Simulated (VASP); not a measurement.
# SiMo3 (Pm-3n) in VASP: notebook, part 2 of 2

VASP 6.6.1. Earlier steps stand in the parts before.

### 3 Single point, PBEsol

This run uses another cell than the first one, of 14.36 Å³/atom.

Contents of INCAR:

```
  PREC = Accurate
  ENCUT = 520
  EDIFF = 1E-6
  ISMEAR = 0
  SIGMA = 0.1
  LREAL = False
  LASPH = True
  NELM = 80
  ALGO = Fast
  ISIF = 2
  LWAVE = False
  LCHARG = False
  GGA = PS
  NBANDS = 56
```

Contents of KPOINTS:

```
regular mesh
0
Gamma
  8 8 8
```

Contents of POSCAR:

```
SiMo3
1.0
    4.8615851688      0.0000000000      0.0000000000
    0.0000000000      4.8615851688      0.0000000000
    0.0000000000      0.0000000000      4.8615851688
Si Mo
2 6
Direct
    0.0000000000      0.0000000000      0.0000000000
    0.5000000000      0.5000000000      0.5000000000
    0.2500000000      0.0000000000      0.5000000000
    0.5000000000      0.7500000000      0.0000000000
    0.7500000000      0.0000000000      0.5000000000
    0.5000000000      0.2500000000      0.0000000000
    0.0000000000      0.5000000000      0.7500000000
    0.0000000000      0.5000000000      0.2500000000
```

Potentials or basis: VASP PAW PBE potentials, release 64 (Si, Mo_sv).

On the command line:

```bash
$ cat potpaw_PBE.64/Si/POTCAR potpaw_PBE.64/Mo_sv/POTCAR > POTCAR
$ mpirun -np 1 vasp_std > vasp.out
```

OUTCAR:

```text
PREC = Accurate
   ENCUT = 520
   EDIFF = 1E-6
   ISMEAR = 0
   LREAL = False
   LASPH = True
   NELM = 80
   ISIF = 2
   GGA = PS

 ion  position               nearest neighbor table
   1  0.000  0.000  0.000-   3 2.72   4 2.72   5 2.72   6 2.72   7 2.72   8 2.72   3 2.72   5 2.72
                             7 2.72   8 2.72   4 2.72   6 2.72
   2  0.500  0.500  0.500-   3 2.72   4 2.72   5 2.72   6 2.72   7 2.72   8 2.72   4 2.72   6 2.72
                             3 2.72   5 2.72   7 2.72   8 2.72
   3  0.250  0.000  0.500-   5 2.43   5 2.43   1 2.72   1 2.72   2 2.72   2 2.72   8 2.98   7 2.98
                             8 2.98   7 2.98   6 2.98   4 2.98   4 2.98   6 2.98
   4  0.500  0.750  0.000-   6 2.43   6 2.43   1 2.72   2 2.72   2 2.72   1 2.72   8 2.98   7 2.98
                             7 2.98   8 2.98   3 2.98   5 2.98   3 2.98   5 2.98
   5  0.750  0.000  0.500-   3 2.43   3 2.43   1 2.72   1 2.72   2 2.72   2 2.72   8 2.98   7 2.98
                             8 2.98   7 2.98   6 2.98   4 2.98   4 2.98   6 2.98
   6  0.500  0.250  0.000-   4 2.43   4 2.43   1 2.72   2 2.72   2 2.72   1 2.72   8 2.98   7 2.98
                             7 2.98   8 2.98   5 2.98   3 2.98   3 2.98   5 2.98
   7  0.000  0.500  0.750-   8 2.43   8 2.43   1 2.72   2 2.72   1 2.72   2 2.72   3 2.98   4 2.98
                             5 2.98   3 2.98   5 2.98   6 2.98   4 2.98   6 2.98
   8  0.000  0.500  0.250-   7 2.43   7 2.43   1 2.72   2 2.72   1 2.72   2 2.72   3 2.98   4 2.98
                             5 2.98   3 2.98   5 2.98   6 2.98   4 2.98   6 2.98

  LATTYP: Found a simple cubic cell.
 ALAT       =     4.8615851688

  Lattice vectors:

 A1 = (   4.8615851688,   0.0000000000,   0.0000000000)
 A2 = (   0.0000000000,   4.8615851688,   0.0000000000)
 A3 = (   0.0000000000,   0.0000000000,   4.8615851688)

Analysis of symmetry for initial positions (statically):
=====================================================================
 Subroutine PRICEL returns:
 Original cell was already a primitive cell.

 Routine SETGRP: Setting up the symmetry group for a
 simple cubic supercell.

 Subroutine GETGRP returns: Found 48 space group operations
 (whereof 24 operations were pure point group operations)
 out of a pool of 48 trial point group operations.

The static configuration has the point symmetry T_h .
 The point group associated with its full space group is O_h .

Analysis of symmetry for dynamics (positions and initial velocities):
=====================================================================
 Subroutine PRICEL returns:
 Original cell was already a primitive cell.

 Routine SETGRP: Setting up the symmetry group for a
 simple cubic supercell.

 Subroutine GETGRP returns: Found 48 space group operations
 (whereof 24 operations were pure point group operations)
 out of a pool of 48 trial point group operations.

The dynamic configuration has the point symmetry T_h .
 The point group associated with its full space group is O_h .

 Subroutine INISYM returns: Found 48 space group operations
 (whereof 24 operations are pure point group operations),
 and found     1 'primitive' translations

----------------------------------------------------------------------------------------

                                     Primitive cell

  volume of cell :     114.9036

[... 81 lines left out ...]
 [... further k-points ...]
   k-points           NKPTS =     35   k-points in BZ     NKDIM =     35   number of bands    NBANDS=     56
   number of dos      NEDOS =    301   number of ions     NIONS =      8
   total plane-waves  NPLWV =  46656
   dimension x,y,z NGX =    36 NGY =   36 NGZ =   36
   dimension x,y,z NGXF=    72 NGYF=   72 NGZF=   72
   ions per type =               2   6
   NGX,Y,Z   is equivalent  to a cutoff of  12.31, 12.31, 12.31 a.u.
   NGXF,Y,Z  is equivalent  to a cutoff of  24.62, 24.62, 24.62 a.u.
 SYSTEM =  unknown system
   PREC   = accura    normal or accurate (medium, high low for compatibility)
   ISTART =      0    job   : 0-new  1-cont  2-samecut
   ICHARG =      2    charge: 1-file 2-atom 10-const
   ISPIN  =      1    spin polarized calculation?
   LNONCOLLINEAR =      F non collinear calculations
   LSORBIT =      F    spin-orbit coupling
   LASPH  =      T    aspherical Exc in radial PAW
   ENCUT  =  520.0 eV  38.22 Ry    6.18 a.u.   9.04  9.04  9.04*2*pi/ulx,y,z
   NELM   =     80;   NELMIN=  2; NELMDL= -5     # of ELM steps
   EDIFF  = 0.1E-05   stopping-criterion for ELM
   LREAL  =      F    real-space projection
   EDIFFG = 0.1E-04   stopping-criterion for IOM
   NSW    =      0    number of steps for IOM
   IBRION =     -1    ionic relax: 0-MD 1-quasi-New 2-CG
   NFREE  =      0    steps in history (QN), initial steepest desc. (CG)
   ISIF   =      2    stress and relaxation
   ISYM   =      2    0-nonsym 1-usesym 2-fastsym
   POTIM  = 0.5000    time-step for ionic-motion
   TEBEG  =    0.0;   TEEND  =   0.0 temperature during run
   PSTRESS=    0.0 pullay stress
   NELECT =      92.0000    total number of electrons
   NUPDOWN=      -1.0000    fix difference up-down
   EMIN   =  10.00;   EMAX   =-10.00  energy-range for DOS
   EFERMI =   0.00;   METHOD = LEGACY
   ISMEAR =     0;   SIGMA  =   0.10  broadening in eV -4-tet -1-fermi 0-gaus
   EFERMI_NEDOS =   21; number of points for ismear=-14 and -15
   IALGO  =     68    algorithm
   IMIX   =      4    mixing-type and parameters
     AMIX     =   0.40;   BMIX     =  1.00
     AMIX_MAG =   1.60;   BMIX_MAG =  1.00
  volume/ion in A,a.u.               =      14.36        96.93
  Fermi-wavevector in a.u.,A,eV,Ry     =   1.520173  2.872710 31.442036  2.310924
  Thomas-Fermi vector in A             =   2.629059
   LORBIT       =      0    0 simple, 1 ext, 2 COOP (PROOUT), +10 PAW based schemes
   GGA     = PS    functional components
   LHFCALC =     F    Hartree Fock is set to
   AEXX    =    0.0000 exact exchange contribution
   IVDW    =     0    specifies the selected vdW correction
   LEPSILON=     F    determine dielectric tensor
   LRPA    =     F    only Hartree local field effects (RPA)
 non-spin polarized calculation
 RMM-DIIS sequential band-by-band and
 Gauss-broadening in eV      SIGMA  =   0.10
  energy-cutoff  :      520.00
  volume of cell :      114.90
 maximum number of plane-waves:      3136
   NGX = 19   NGY = 19   NGZ = 19

 number of electron      91.9999996 magnetization

 Free energy of the ion-electron system (eV)
  ---------------------------------------------------
  ext. energy  EPLUGINS =         0.00000000
  ---------------------------------------------------
  free energy    TOTEN  =       -85.11100539 eV

  energy without entropy =      -85.08989996  energy(sigma->0) =      -85.10045267

 E-fermi :  12.9227     XC(G=0): -13.3234

 val. band max:       12.9162131313   @ k =   0.3750   0.3750   0.0000
 cond. band min:      12.9417683751   @ k =   0.2500   0.1250   0.1250
 fundamental gap:      0.0255552438
 Fermi energy:        12.9227412793

 k-point     1 :       0.0000    0.0000    0.0000
  band No.  band energies     occupation
      1     -48.2735      2.00000
      2     -48.1480      2.00000
      3     -48.1480      2.00000
      4     -47.7960      2.00000
      5     -47.7960      2.00000
      6     -47.7960      2.00000
[... 1405 lines left out ...]
     55      15.1476      0.00000
     56      15.5233      0.00000

 [... further k-points ...]

------------------------ aborting loop because EDIFF is reached ----------------------------------------

  FORCE on cell =-STRESS in cart. coord.  units (eV):
  Direction    XX          YY          ZZ          XY          YZ          ZX
  --------------------------------------------------------------------------------------
  -------------------------------------------------------------------------------------
  Total        0.4491185      0.4491185      0.4491185      0.0000000      0.0000000     -0.0000000
  in kB        6.2623573      6.2623573      6.2623573      0.0000000      0.0000000     -0.0000000
  external PRESSURE =       6.2623573 kB  Pullay stress =       0.0000000 kB

 VOLUME and BASIS-vectors are now :
 -----------------------------------------------------------------------------
  energy-cutoff  :      520.00
  volume of cell :      114.90
      direct lattice vectors                 reciprocal lattice vectors
     4.861585169  0.000000000  0.000000000     0.205694226  0.000000000  0.000000000
     0.000000000  4.861585169  0.000000000     0.000000000  0.205694226  0.000000000
     0.000000000  0.000000000  4.861585169     0.000000000  0.000000000  0.205694226

 POSITION                                       TOTAL-FORCE (eV/Angst)
 -----------------------------------------------------------------------------------
      0.00000      0.00000      0.00000         0.000000     -0.000000     -0.000000
      2.43079      2.43079      2.43079         0.000000     -0.000000     -0.000000
      1.21540      0.00000      2.43079         0.000000      0.000000      0.000000
      2.43079      3.64619      0.00000        -0.000000     -0.000000      0.000000
      3.64619      0.00000      2.43079        -0.000000      0.000000     -0.000000
      2.43079      1.21540      0.00000        -0.000000     -0.000000     -0.000000
      0.00000      2.43079      3.64619         0.000000      0.000000     -0.000000
      0.00000      2.43079      1.21540        -0.000000     -0.000000      0.000000
 -----------------------------------------------------------------------------------
    total drift:                                0.000000      0.000000     -0.000000

  FREE ENERGIE OF THE ION-ELECTRON SYSTEM (eV)
  ---------------------------------------------------
  free  energy   TOTEN  =       -85.1110053874 eV

  energy  without entropy=      -85.0898999622  energy(sigma->0) =      -85.10045267
```

Wall time 4.1 min (1 thread of Intel Xeon 6975P-C (Granite Rapids), shared host); peak memory 0.3 GiB.

What came out:

* Free energy: -85.1110 eV
* Pressure: 0.6 GPa
* Band gap on the k mesh: zero (bands 46 and 47 overlap by 2.48 eV)

Levels at points of the mesh, in eV from the Fermi level:
```tsv
k point	band 42	band 43	band 44	band 45	band 46	band 47	band 48	band 49	band 50	band 51
(0.00, 0.00, 0.00)	-2.24	-1.61	-1.61	1.27	1.27	1.27	2.12	2.43	2.44	2.70
(0.50, 0.00, 0.00)	-2.53	-1.74	-1.74	0.26	0.26	0.94	0.94	1.54	1.54	1.60
(0.50, 0.50, 0.00)	-1.30	-1.17	-0.89	-0.89	-0.78	-0.73	-0.54	-0.10	0.26	0.84
(0.50, 0.50, 0.50)	-1.83	-1.21	-1.21	-1.21	-1.21	-1.21	-1.21	1.29	1.29	1.29
```

Caveat: the PAW data sets were made with another functional, which shifts forces and pressure a little.

### 4 Single point, PBEsol

This run uses another cell than the first one, of 14.37 Å³/atom.

Contents of INCAR:

```
ALGO = Fast
EDIFF = 1E-6
ENCUT = 520
GGA = PS
ISIF = 2
ISMEAR = -1
LASPH = T
LCHARG = F
LREAL = F
LWAVE = F
NBANDS = 56
NELM = 80
PREC = Accurate
SIGMA = 0.15
```

Contents of KPOINTS:

```
k-points
0
Gamma
  8 8 8
```

Changes to POSCAR since step 3:

```diff
@@ -2,5 +2,5 @@
 1.0
-    4.8615851688      0.0000000000      0.0000000000
-    0.0000000000      4.8615851688      0.0000000000
-    0.0000000000      0.0000000000      4.8615851688
+    4.8629280021      0.0000000000      0.0000000000
+    0.0000000000      4.8629280021      0.0000000000
+    0.0000000000      0.0000000000      4.8629280021
 Si Mo
```

On the command line:

```bash
$ cat potpaw_PBE.64/Si/POTCAR potpaw_PBE.64/Mo_sv/POTCAR > POTCAR
$ mpirun -np 1 vasp_std > vasp.out
```

Wall time 4.1 min (1 thread of Intel Xeon 6975P-C (Granite Rapids), shared host); peak memory 0.3 GiB.

It converged, with:

| Quantity | Value |
| --- | --- |
| Free energy | -85.2481 eV |
| Pressure | 0.6 GPa |
| Band gap on the k mesh | zero (bands 46 and 47 overlap by 2.48 eV) |

Levels at points of the mesh, in eV from the Fermi level:
| k point | band 44 | band 45 | band 46 | band 47 | band 48 | band 49 |
| --- | --- | --- | --- | --- | --- | --- |
| (0.00, 0.00, 0.00) | -1.60 | 1.28 | 1.28 | 1.28 | 2.13 | 2.45 |
| (0.50, 0.00, 0.00) | -1.72 | 0.27 | 0.27 | 0.95 | 0.95 | 1.55 |
| (0.50, 0.50, 0.00) | -0.87 | -0.87 | -0.77 | -0.72 | -0.52 | -0.09 |
| (0.50, 0.50, 0.50) | -1.20 | -1.20 | -1.20 | -1.20 | -1.20 | 1.30 |

Caveat: the PAW data sets were made with another functional, which shifts forces and pressure a little.

### 5 Relaxation of cell and atoms, PBEsol

This run uses another cell than the first one, of 14.36 Å³/atom.

Contents of INCAR:

```
PREC     = Accurate       # precision mode
ENCUT    = 600            # plane-wave cutoff, eV
EDIFF    = 1E-6           # SCF threshold, eV
ISMEAR   = -1             # smearing method
SIGMA    = 0.15           # smearing width, eV
LREAL    = False          # projectors in reciprocal space
LASPH    = True           # aspherical terms in the spheres
NELM     = 100            # most SCF steps
ALGO     = Fast           # electronic algorithm
ISIF     = 3              # what is computed and relaxed
LWAVE    = False          # write WAVECAR
LCHARG   = False          # write CHGCAR
GGA      = PS             # functional
IBRION   = 2              # ionic algorithm
NSW      = 80             # ionic steps
EDIFFG   = -0.001         # ionic threshold
```

Contents of KPOINTS:

```
Automatic mesh
0
Gamma
  8 8 8
```

Changes to POSCAR since step 4:

```diff
@@ -2,5 +2,5 @@
 1.0
-    4.8629280021      0.0000000000      0.0000000000
-    0.0000000000      4.8629280021      0.0000000000
-    0.0000000000      0.0000000000      4.8629280021
+    4.8615851688      0.0000000000      0.0000000000
+    0.0000000000      4.8615851688      0.0000000000
+    0.0000000000      0.0000000000      4.8615851688
 Si Mo
```

On the command line:

```bash
$ cat potpaw_PBE.64/Si/POTCAR potpaw_PBE.64/Mo_sv/POTCAR > POTCAR
$ mpirun -np 1 vasp_std > vasp.out
```

Wall time 12 min (1 thread of Intel Xeon 6975P-C (Granite Rapids), shared host); peak memory 0.37 GiB.

It converged, with:

```
Free energy                           : -85.2479 eV
Relaxed volume                        : 14.40 Å³/atom
Relaxed cell                          : a = 4.866 Å, b = 4.866 Å, c = 4.866 Å, α = 90.00°, β = 90.00°, γ = 90.00°
Space group after relaxing (to 0.1 Å) : Pm-3n (No. 223)
Energy gained by relaxing             : 0.1 meV/atom
Ionic steps                           : 3
Pressure after relaxing               : 0.0 GPa
Band gap on the k mesh                : zero (bands 46 and 47 overlap by 2.48 eV)
```

Step by step:
| step | energy change (eV) | largest force (eV/Å) | pressure (GPa) | volume (Å³) |
| --- | --- | --- | --- | --- |
| 1 | 0.0000 | 0.0000 | 0.78 | 114.90 |
| 2 | 0.0043 | 0.0000 | -1.90 | 116.06 |
| 3 | -0.0008 | 0.0000 | -0.01 | 115.23 |

Final structure:
```
CELL_PARAMETERS angstrom
4.86615 0.00000 0.00000
0.00000 4.86615 0.00000
0.00000 0.00000 4.86615
ATOMIC_POSITIONS crystal
Si 0.00000 0.00000 0.00000
Si 0.50000 0.50000 0.50000
Mo 0.25000 0.00000 0.50000
Mo 0.50000 0.75000 0.00000
Mo 0.75000 0.00000 0.50000
Mo 0.50000 0.25000 0.00000
Mo 0.00000 0.50000 0.75000
Mo 0.00000 0.50000 0.25000
```

Levels at points of the mesh, in eV from the Fermi level:
```tsv
k point	band 44	band 45	band 46	band 47	band 48	band 49
(0.00, 0.00, 0.00)	-1.59	1.28	1.28	1.28	2.12	2.43
(0.50, 0.00, 0.00)	-1.72	0.27	0.27	0.95	0.95	1.55
(0.50, 0.50, 0.00)	-0.87	-0.87	-0.77	-0.71	-0.52	-0.09
(0.50, 0.50, 0.50)	-1.20	-1.20	-1.20	-1.20	-1.20	1.30
```

Caveat: the PAW data sets were made with another functional, which shifts forces and pressure a little.

### 6 Summary

| task | cell | k mesh | cutoff (eV) | smearing | gap on the mesh (eV) | pressure (GPa) |
| --- | --- | --- | --- | --- | --- | --- |
| single point | a = 4.889 Å, 8 atoms | 4 × 4 × 4 | 520 | gaussian 0.1 eV | none | -2.9 |
| single point | a = 4.862 Å, 8 atoms | 8 × 8 × 8 | 520 | gaussian 0.1 eV | none | 0.6 |
| single point | a = 4.863 Å, 8 atoms | 8 × 8 × 8 | 520 | fermi-dirac 0.15 eV | none | 0.6 |
| relaxation of cell and atoms | relaxed from a = 4.862 Å, 8 atoms | 8 × 8 × 8 | 600 | fermi-dirac 0.15 eV | none | 0.0 |

Alike in all rows: level PBEsol; potentials or basis VASP PAW PBE potentials, release 64 (Si, Mo_sv); no spin polarisation.

Caveats: the PAW data sets were made with another functional, which shifts forces and pressure a little.

Absolute energies hang on the potentials; compare differences alone.
